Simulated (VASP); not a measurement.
Write the native input for VASP 6.6.1 that does the following.

| Property | Result |
| --- | --- |
| Task | single point |
| Functional | PBE |
| Potentials or basis | VASP PAW PBE potentials, release 64 (Er_3, H), 4f in core |
| Cutoff | 500 eV |
| k mesh | 6 × 6 × 6 |
| Occupations | gaussian, width 0.1 eV |
| Spin | no spin polarisation |
| Dipole correction | no |
| Mended | yes |
| Further INCAR settings | ALGO = Normal; EDIFF = 1e-06; NBANDS = 14 |

The structure of ErH4 lies in POSCAR:

```
ErH4
1.0
   -1.9845998960      1.9845998960      3.3141743182
    1.9845998960     -1.9845998960      3.3141743182
    1.9845998960      1.9845998960     -3.3141743182
Er H
1 4
Direct
    0.0000000000      0.0000000000      0.0000000000
    0.3254725273      0.3254725273      0.0000000000
    0.6745274727      0.6745274727      0.0000000000
    0.5000000000      0.0000000000      0.5000000000
    0.0000000000      0.5000000000      0.5000000000
```

The cell was built from a structure type or drawn by symmetry, and may not be a known phase.

These files were run (other wordings do the same):

INCAR

```
SYSTEM = ErH4
PREC = Accurate ; ENCUT = 500
EDIFF = 1E-6 ; ISMEAR = 0
SIGMA = 0.1 ; LREAL = .FALSE.
LASPH = .TRUE. ; NELM = 200
ALGO = Normal ; ISIF = 2
LWAVE = .FALSE. ; LCHARG = .TRUE.
GGA = PE ; LELF = .TRUE.
LVHAR = .TRUE. ; NBANDS = 14
GGA_COMPAT = .FALSE. ; LMAXMIX = 6
```

KPOINTS

```
Automatic mesh
0
G
  6 6 6
  0 0 0
```

Potentials or basis: VASP PAW PBE potentials, release 64 (Er_3, H), 4f in core.

Launch:

```bash
$ cat potpaw_PBE.64/Er_3/POTCAR potpaw_PBE.64/H/POTCAR > POTCAR
$ mpirun -np 1 vasp_std > vasp.out
```

Results of the run:

The pressure is 0.3 GPa. The largest force is 0.028 eV/Å. The band gap on the k mesh is zero (an odd number of electrons rules out a gap without spin polarisation).

Caveat: spin-orbit coupling is left out, which moves the levels of the heavy elements; the 4f electrons are frozen in the core, so they carry no moment and show no levels.

It took 9.9 s on 1 thread of AMD EPYC 9R45 96-Core Processor (Zen 5), with other jobs on the host, peak memory 0.15 GiB.
